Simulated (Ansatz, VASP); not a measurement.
One calculation of Be, two programs

File INCAR:

```
SYSTEM = Be
PREC = Accurate
ENCUT = 520
EDIFF = 1E-6
ISMEAR = -1
SIGMA = 0.1
LREAL = .FALSE.
LASPH = .TRUE.
NELM = 100
ALGO = Normal
ISIF = 2
LWAVE = .FALSE.
LCHARG = .FALSE.
GGA = PE
NBANDS = 12
```

File KPOINTS:

```
regular mesh
0
G
  18 18 5
  0 0 0
```

The input POSCAR:

```
Be
1.0
    2.2243202262      0.0000000000      0.0000000000
   -1.1121601131      1.9263178220      0.0000000000
    0.0000000000      0.0000000000      7.0810546496
Be
4
Direct
    0.0000000000      1.0000000000      1.0000000000
    0.0000000000      0.0000000000      0.5000000000
    0.3333333333      0.6666666667      0.2500000000
    0.6666666667      0.3333333333      0.7500000000
```

Input for Ansatz:

```yaml
crystal:
  lattice:
    - [2.2243202262, 0.0, 0.0]
    - [-1.1121601131, 1.926317822, 0.0]
    - [0.0, 0.0, 7.0810546496]
  atoms:
    - { symbol: Be, position: [0.0, 1.0, 1.0] }
    - { symbol: Be, position: [0.0, 0.0, 0.5] }
    - { symbol: Be, position: [0.3333333333, 0.6666666667, 0.25] }
    - { symbol: Be, position: [0.6666666667, 0.3333333333, 0.75] }
hamiltonian:
  xc: pbe
  pseudopotentials:
    kind: paw
    azcp:
      Be: "pseudopotentials/Be.paw.azcp"
basis:
  ecutwfc: 420
  fft_grid_basis: typed
kpoints:
  mp_grid: { grid: [18, 18, 5], shift: [0, 0, 0] }
magnetization:
  spin_polarized: false
scf:
  occupations: { method: fermi_dirac, width: 0.1 }
  lower_state_search: "off"
output:
  stress: true
```

Alike in both runs: task single point; functional PBE; k mesh 18 × 18 × 5; occupations fermi-dirac, width 0.1 eV; no spin polarisation.

|  | VASP | Ansatz |
| --- | --- | --- |
| version | VASP 6.6.1 | Ansatz 0.2.0 |
| potentials or method | VASP PAW PBE potentials, release 64 (Be), cutoff 520 eV | plane waves (420 eV) with PAW, scalar-relativistic |
| valence electrons in the cell | 8 | 8 |

|  | VASP | Ansatz | Ansatz less VASP |
| --- | --- | --- | --- |
| pressure (GPa) | 5.5 | 5.3 | -0.17 |
| traceless stress, the component that is largest in VASP (GPa) | 1.13 | 1.11 | -0.022 |
